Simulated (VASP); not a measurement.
Set up this calculation in VASP 6.6.1, as the native input.

```
Task                   : single point
Functional             : PBEsol
Potentials or basis    : VASP PAW PBE potentials, release 64 (Zr_sv, C)
Cutoff                 : 520 eV
k mesh                 : 10 × 10 × 6
Occupations            : gaussian, width 0.05 eV
Spin                   : no spin polarisation
Dipole correction      : no
Further INCAR settings : ALGO = Normal; EDIFF = 1e-06; NBANDS = 24
```

The structure of ZrC lies in POSCAR:

```
ZrC
1.0
    3.2832390190      0.0000000000      0.0000000000
   -1.6416195095      2.9013963236      0.0000000000
    0.0000000000      0.0000000000      5.2272646142
Zr C
2 2
Direct
    0.3333333333      0.6666666667      0.2500000000
    0.6666666667      0.3333333333      0.7500000000
    0.0000000000      0.0000000000      0.0000000000
    0.0000000000      0.0000000000      0.5000000000
```

These files were run (other wordings do the same):

INCAR

```
ALGO = Normal
EDIFF = 1E-6
ENCUT = 520
GGA = PS
ISIF = 2
ISMEAR = 0
LASPH = T
LCHARG = F
LREAL = F
LWAVE = F
NBANDS = 24
NELM = 100
PREC = Accurate
SIGMA = 0.05
```

KPOINTS

```
k-points
0
Gamma
  10 10 6
```

Potentials or basis: VASP PAW PBE potentials, release 64 (Zr_sv, C).

Launch:

```bash
$ cat potpaw_PBE.64/Zr_sv/POTCAR potpaw_PBE.64/C/POTCAR > POTCAR
$ mpirun -np 1 vasp_std > vasp.out
```

It gave:

```yaml
Pressure: 5.4 GPa
Largest_force: 0.024 eV/Å
Band_gap_on_the_k_mesh: zero (band 16 reaches 11.16 eV, above the bottom of band 17 at 10.18 eV)
```

Caveat: the PAW data sets were made with another functional, which shifts forces and pressure a little.

Wall time 2.6 min on 1 thread of AMD EPYC 9R45 (Zen 5), on a shared host, peak memory 0.22 GiB.
